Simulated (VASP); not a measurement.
AgI: single point with r2SCAN

AgI:

```
Ag I
1.0
    -2.32432    2.32432    3.29075
     2.32432   -2.32432    3.29075
     2.32432    2.32432   -3.29075
Ag I
1 1
Direct
  0.25000 0.75000 0.50000
  0.00000 0.00000 0.00000
```

```
Program             : VASP 6.6.1
Task                : single point
Functional          : r2SCAN
Potentials or basis : VASP PAW PBE potentials, release 64 (Ag, I)
Cutoff              : 550 eV
k mesh              : 8 × 8 × 8
Occupations         : gaussian, width 0.01 eV
Spin                : no spin polarisation
```

The pressure is -0.1 GPa and the band gap on the k mesh is 1.79 eV, direct.

Levels at points of the mesh, in eV from the valence-band top:
```csv
k point,band 7,band 8,band 9,band 10,band 11,band 12
"(0.00, 0.00, 0.00)",0.00,0.00,0.00,1.79,6.30,6.31
"(0.50, 0.00, 0.00)",-2.81,-0.68,-0.68,3.22,6.71,6.71
"(0.50, 0.50, 0.00)",-2.46,-1.70,-1.70,3.98,4.23,8.85
"(0.50, 0.50, 0.50)",-2.46,-1.70,-1.70,3.99,4.23,8.84
```

Run time: 97 s on 1 thread of Intel(R) Xeon(R) 6975P-C (Granite Rapids) (shared host), peak memory 0.26 GiB.

Caveat: the PAW data sets were made with another functional, which shifts forces and pressure a little; spin-orbit coupling is left out, which moves the levels of the heavy elements. r2SCAN opens gaps a little over a GGA but as a rule still falls short of measured ones.
